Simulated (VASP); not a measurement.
# Mg7CuO8 (a cell with a defect) in VASP: notebook, part 2 of 2

VASP 6.6.1. The steps go on from the part before.

## (4) Single point, PBE, collinear spin, ferromagnetic start

INCAR reads:

```
SYSTEM = Mg7CuO8
PREC = Accurate
ENCUT = 520
EDIFF = 1E-6
ISMEAR = -1
SIGMA = 0.01
LREAL = Auto
LASPH = .TRUE.
NELM = 150
ALGO = Normal
ISIF = 2
LWAVE = .FALSE.
LCHARG = .FALSE.
ISPIN = 2
MAGMOM = 0 0 0 0 0 0 0 0.65 0 0 0 0 0 0 0 0
LORBIT = 11
LMAXMIX = 4
GGA = PE
NBANDS = 54
```

KPOINTS reads:

```
regular mesh
0
G
  2 2 2
  0 0 0
```

POSCAR reads:

```
Mg7CuO8
1.0
    0.0000000000      4.3554000000      4.3554000000
    4.3554000000      0.0000000000      4.3554000000
    4.3554000000      4.3554000000      0.0000000000
Mg Cu O
7 1 8
Direct
    0.0000000000      0.0000000000      0.0000000000
    0.0000000000      0.0000000000      0.5000000000
    0.0000000000      0.5000000000      0.0000000000
    0.0000000000      0.5000000000      0.5000000000
    0.5000000000      0.0000000000      0.5000000000
    0.5000000000      0.5000000000      0.0000000000
    0.5000000000      0.5000000000      0.5000000000
    0.5000000000      0.0000000000      0.0000000000
    0.2500000000      0.2500000000      0.2500000000
    0.2500000000      0.2500000000      0.7500000000
    0.2500000000      0.7500000000      0.2500000000
    0.2500000000      0.7500000000      0.7500000000
    0.7500000000      0.2500000000      0.2500000000
    0.7500000000      0.2500000000      0.7500000000
    0.7500000000      0.7500000000      0.2500000000
    0.7500000000      0.7500000000      0.7500000000
```

Potentials or basis: VASP PAW PBE potentials, release 64 (Mg, Cu, O).

Launch:

```sh
cat potpaw_PBE.64/Mg/POTCAR potpaw_PBE.64/Cu/POTCAR potpaw_PBE.64/O/POTCAR > POTCAR
mpirun -np 1 vasp_std > vasp.out
```

OUTCAR:

```text
SYSTEM = Mg7CuO8
   PREC = Accurate
   ENCUT = 520
   EDIFF = 1E-6
   ISMEAR = -1
   LREAL = Auto
   LASPH = .TRUE.
   NELM = 150
   ISIF = 2
   ISPIN = 2
   LORBIT = 11
   GGA = PE

 ion  position               nearest neighbor table
   1  0.000  0.000  0.000-  10 2.18  11 2.18  12 2.18  13 2.18  14 2.18  15 2.18   2 3.08   3 3.08
                             8 3.08   2 3.08   4 3.08   5 3.08   3 3.08   4 3.08   6 3.08   5 3.08
   2  0.000  0.000  0.500-   9 2.18  11 2.18  12 2.18  13 2.18  14 2.18  16 2.18   1 3.08   4 3.08
                             5 3.08   1 3.08   3 3.08   8 3.08   3 3.08   4 3.08   7 3.08   5 3.08
   3  0.000  0.500  0.000-   9 2.18  10 2.18  12 2.18  13 2.18  15 2.18  16 2.18   1 3.08   4 3.08
                             6 3.08   2 3.08   4 3.08   7 3.08   1 3.08   2 3.08   8 3.08   6 3.08
   4  0.000  0.500  0.500-   9 2.18  10 2.18  11 2.18  14 2.18  15 2.18  16 2.18   2 3.08   3 3.08
                             7 3.08   1 3.08   3 3.08   6 3.08   1 3.08   2 3.08   5 3.08   5 3.08
   5  0.500  0.000  0.500-   9 2.18  10 2.18  12 2.18  13 2.18  15 2.18  16 2.18   2 3.08   7 3.08
                             8 3.08   1 3.08   6 3.08   8 3.08   4 3.08   6 3.08   7 3.08   1 3.08
   6  0.500  0.500  0.000-   9 2.18  11 2.18  12 2.18  13 2.18  14 2.18  16 2.18   3 3.08   7 3.08
                             8 3.08   4 3.08   5 3.08   7 3.08   1 3.08   5 3.08   8 3.08   1 3.08
   7  0.500  0.500  0.500-  10 2.18  11 2.18  12 2.18  13 2.18  14 2.18  15 2.18   4 3.08   5 3.08
                             6 3.08   3 3.08   6 3.08   8 3.08   2 3.08   5 3.08   8 3.08   2 3.08
   8  0.500  0.000  0.000-   9 2.18  10 2.18  11 2.18  14 2.18  15 2.18  16 2.18   1 3.08   5 3.08
                             6 3.08   2 3.08   5 3.08   7 3.08   3 3.08   6 3.08   7 3.08   1 3.08
   9  0.250  0.250  0.250-   2 2.18   3 2.18   4 2.18   5 2.18   6 2.18   8 2.18
  10  0.250  0.250  0.750-   1 2.18   3 2.18   4 2.18   5 2.18   7 2.18   8 2.18
  11  0.250  0.750  0.250-   1 2.18   2 2.18   4 2.18   6 2.18   7 2.18   8 2.18
  12  0.250  0.750  0.750-   1 2.18   2 2.18   3 2.18   5 2.18   6 2.18   7 2.18
[... 553 lines left out ...]
      2.17770      0.00000      2.17770         0.000000      0.000000      0.000000
      4.35540      2.17770      2.17770         0.000000      0.000000      0.000000
      2.17770      4.35540      2.17770         0.000000      0.000000      0.000000
      2.17770      2.17770      4.35540        -0.000000     -0.000000      0.000000
[... 8 lines left out ...]
      4.35540      4.35540      6.53310         0.000000      0.413833      0.000000
      6.53310      6.53310      6.53310        -0.413833      0.000000      0.000000
 -----------------------------------------------------------------------------------
    total drift:                                0.000000      0.000000      0.000000

  FREE ENERGIE OF THE ION-ELECTRON SYSTEM (eV)
  ---------------------------------------------------
  free  energy   TOTEN  =       -92.1650758246 eV

  energy  without entropy=      -92.1584601940  energy(sigma->0) =      -92.16176801

 total charge

# of ion       s       p       d       tot
------------------------------------------
    1        0.134   0.148   0.062   0.344
    2        0.134   0.148   0.062   0.344
    3        0.134   0.148   0.062   0.344
    4        0.141   0.150   0.059   0.350
    5        0.134   0.148   0.062   0.344
    6        0.134   0.148   0.062   0.344
[... 8 lines left out ...]
   15        1.546   3.478   0.000   5.023
   16        1.546   3.478   0.000   5.023
--------------------------------------------------
tot         13.593  29.225   9.539  52.357

 magnetization (x)

# of ion       s       p       d       tot
------------------------------------------
    1       -0.000  -0.000  -0.000  -0.001
    2       -0.000  -0.000  -0.000  -0.001
    3       -0.000  -0.000  -0.000  -0.001
    4       -0.002   0.002   0.004   0.004
    5       -0.000  -0.000  -0.000  -0.001
    6       -0.000  -0.000  -0.000  -0.001
[... 8 lines left out ...]
   15        0.002   0.061   0.000   0.062
   16        0.002   0.061   0.000   0.062
--------------------------------------------------
tot          0.004   0.359   0.597   0.959
```

Run time: 97 s. Hardware: 1 thread of Intel Xeon 6975P-C (Granite Rapids), shared host; peak memory 0.4 GiB.

What came out:

- Free energy: -92.1651 eV
- Pressure: -9.5 GPa
- Largest force: 0.414 eV/Å
- Band gap on the k mesh: zero (filled and empty bands overlap)
- Net moment: 1.00 μB per cell
- Site moments: Mg -0.00, +0.00; Cu +0.59; O +0.06, -0.00 μB
- Valence electrons inside the program's atomic spheres: Mg 0.34, 0.35; Cu 9.71; O 5.02, 5.05

Forces in eV/Å, atoms in the order of the input:
```
Mg   0.000  0.000  0.000
Mg   0.000  0.000  0.000
Mg   0.000  0.000  0.000
Mg   0.000  0.000  0.000
Mg   0.000  0.000  0.000
Mg   0.000  0.000  0.000
Mg   0.000  0.000  0.000
Cu   0.000  0.000  0.000
O    0.414  0.000  0.000
O    0.000 -0.414  0.000
O    0.000  0.000 -0.414
O    0.000  0.000  0.000
O    0.000  0.000  0.000
O    0.000  0.000  0.414
O    0.000  0.414  0.000
O   -0.414  0.000  0.000
```

Caveat: the k points lie up to 0.62 Å⁻¹ apart; semilocal functionals often make such compounds metallic where correlation or magnetic order opens a gap, which also shifts bond lengths.

## (5) Single point, PBE, collinear spin, ferromagnetic start

INCAR reads:

```
SYSTEM = Mg7CuO8
ALGO     = Normal         ! electronic algorithm
EDIFF    = 1E-6           ! SCF threshold, eV
ENCUT    = 520            ! plane-wave cutoff, eV
GGA      = PE             ! functional
ISIF     = 2              ! what is computed and relaxed
ISMEAR   = -1             ! smearing method
ISPIN    = 2              ! spin polarisation
ISYM     = 0            
LASPH    = .True.         ! aspherical terms in the spheres
LCHARG   = .True.         ! write CHGCAR
LELF     = .True.         ! ELF
LMAXMIX  = 4              ! l up to which the mixer works
LORBIT   = 11             ! projections on sites
LREAL    = Auto         
LVHAR    = .True.       
LWAVE    = .False.        ! write WAVECAR
MAGMOM   = 0 0 0 0 0 0 0 1 0 0 0 0 0 0 0 0 ! initial moments
NBANDS   = 54             ! bands
NELM     = 150            ! most SCF steps
PREC     = Accurate       ! precision mode
SIGMA    = 0.01           ! smearing width, eV
```

KPOINTS reads:

```
k-points
0
Gamma
  2 2 2
  0 0 0
```

POSCAR is that of step 4.

Launch:

```sh
cat potpaw_PBE.64/Mg/POTCAR potpaw_PBE.64/Cu/POTCAR potpaw_PBE.64/O/POTCAR > POTCAR
mpirun -np 1 vasp_std > vasp.out
```

Run time: 5.6 min. Hardware: 1 thread of Intel Xeon 6975P-C (Granite Rapids), shared host; peak memory 0.43 GiB.

It converged, with:

| Quantity | Value |
| --- | --- |
| Free energy | -92.1651 eV |
| Pressure | -9.6 GPa |
| Largest force | 0.414 eV/Å |
| Band gap on the k mesh | zero (filled and empty bands overlap) |
| Net moment | 1.00 μB per cell |
| Site moments | Mg -0.00, +0.00; Cu +0.59; O +0.06, -0.00 μB |
| Valence electrons inside the program's atomic spheres | Mg 0.34, 0.35; Cu 9.71; O 5.02, 5.05 |

Forces in eV/Å, atoms in the order of the input:
```
Mg   0.000  0.000  0.000
Mg   0.000  0.000  0.000
Mg   0.000  0.000  0.000
Mg   0.000  0.000  0.000
Mg   0.000  0.000  0.000
Mg   0.000  0.000  0.000
Mg   0.000  0.000  0.000
Cu   0.000  0.000  0.000
O    0.414  0.000  0.000
O    0.000 -0.413  0.000
O    0.000  0.000 -0.414
O    0.000  0.000  0.000
O    0.000  0.000  0.000
O    0.000  0.000  0.414
O    0.000  0.413  0.000
O   -0.414  0.000  0.000
```

Levels at points of the mesh, in eV from the Fermi level:
Spin up:
```csv
k point,band 34,band 35,band 36,band 37,band 38,band 39,band 40,band 41
"(0.00, 0.00, 0.00)",-1.59,-1.59,-0.51,-0.51,2.08,5.71,5.71,5.71
"(0.50, 0.00, 0.00)",-1.65,-1.65,-0.72,-0.72,4.44,4.63,7.03,7.42
"(0.00, 0.50, 0.00)",-1.65,-1.65,-0.72,-0.72,4.44,4.63,7.03,7.42
"(0.00, 0.00, 0.50)",-1.65,-1.65,-0.72,-0.72,4.44,4.63,7.03,7.42
"(0.50, 0.50, 0.50)",-1.65,-1.65,-0.72,-0.72,4.44,4.63,7.03,7.42
"(0.50, 0.50, 0.00)",-1.59,-1.59,-1.44,-0.51,5.21,5.56,6.84,7.00
"(0.00, 0.50, 0.50)",-1.59,-1.59,-1.44,-0.51,5.21,5.56,6.84,7.00
"(0.50, 0.00, 0.50)",-1.59,-1.59,-1.44,-0.51,5.21,5.56,6.84,7.00
```
Spin down:
```csv
k point,band 32,band 33,band 34,band 35,band 36,band 37,band 38,band 39,band 40,band 41
"(0.00, 0.00, 0.00)",-1.51,-1.48,-1.48,-1.48,0.20,0.20,2.11,5.72,5.72,5.72
"(0.50, 0.00, 0.00)",-1.80,-1.59,-1.41,-1.41,-0.01,-0.01,4.50,4.66,7.09,7.43
"(0.00, 0.50, 0.00)",-1.80,-1.59,-1.41,-1.41,-0.01,-0.01,4.50,4.66,7.09,7.43
"(0.00, 0.00, 0.50)",-1.80,-1.59,-1.41,-1.41,-0.01,-0.01,4.50,4.66,7.09,7.43
"(0.50, 0.50, 0.50)",-1.80,-1.59,-1.41,-1.41,-0.01,-0.01,4.50,4.66,7.09,7.43
"(0.50, 0.50, 0.00)",-2.06,-1.71,-1.33,-1.33,-0.58,0.21,5.31,5.58,6.94,7.02
"(0.00, 0.50, 0.50)",-2.06,-1.71,-1.33,-1.33,-0.58,0.21,5.31,5.58,6.94,7.02
"(0.50, 0.00, 0.50)",-2.06,-1.71,-1.33,-1.33,-0.58,0.20,5.31,5.58,6.94,7.02
```

Caveat: the k points lie up to 0.62 Å⁻¹ apart; semilocal functionals often make such compounds metallic where correlation or magnetic order opens a gap, which also shifts bond lengths. With open d or f shells a metallic result of PBE can be an artefact of self-interaction; +U or a hybrid may open a gap.
